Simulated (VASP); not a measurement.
A run of VASP 6.6.1 is set up as follows.

The input INCAR:

```
SYSTEM = TaN
PREC = Accurate
ENCUT = 520
EDIFF = 1E-7
ISMEAR = 0
SIGMA = 0.15
LREAL = .False.
LASPH = .True.
NELM = 100
ALGO = Normal
ISIF = 2
LWAVE = .False.
LCHARG = .False.
GGA = PE
NBANDS = 15
```

Contents of KPOINTS:

```
Automatic mesh
0
Gamma
  18 18 18
  0 0 0
```

Contents of POSCAR:

```
TaN
1.0
    0.0000000000      2.0700500000      2.1790000000
    2.0700500000      0.0000000000      2.1790000000
    2.0700500000      2.0700500000      0.0000000000
Ta N
1 1
Direct
    0.5000000000      0.5000000000      0.5000000000
    0.0000000000      0.0000000000      0.0000000000
```

Potentials or basis: VASP PAW PBE potentials, release 64 (Ta_pv, N).

Command:

```bash
$ cat potpaw_PBE.64/Ta_pv/POTCAR potpaw_PBE.64/N/POTCAR > POTCAR
$ mpirun -np 1 vasp_std > vasp.out
```

Problem. Predict the pressure.

Solution. 69.4 GPa.

Problem. What does it give for the band gap on the k mesh?

Solution. Zero (band 8 reaches 13.24 eV, above the bottom of band 9 at 8.70 eV).

Stress tensor (GPa, compression positive):
```
86.24  0.00  0.00
 0.00 86.24  0.00
 0.00  0.00 35.70
```

Caveat: the cell differs from its parent crystal (strain -0.050 along x and y, +0.000 along z); spin-orbit coupling is left out, which moves the levels of the heavy elements.
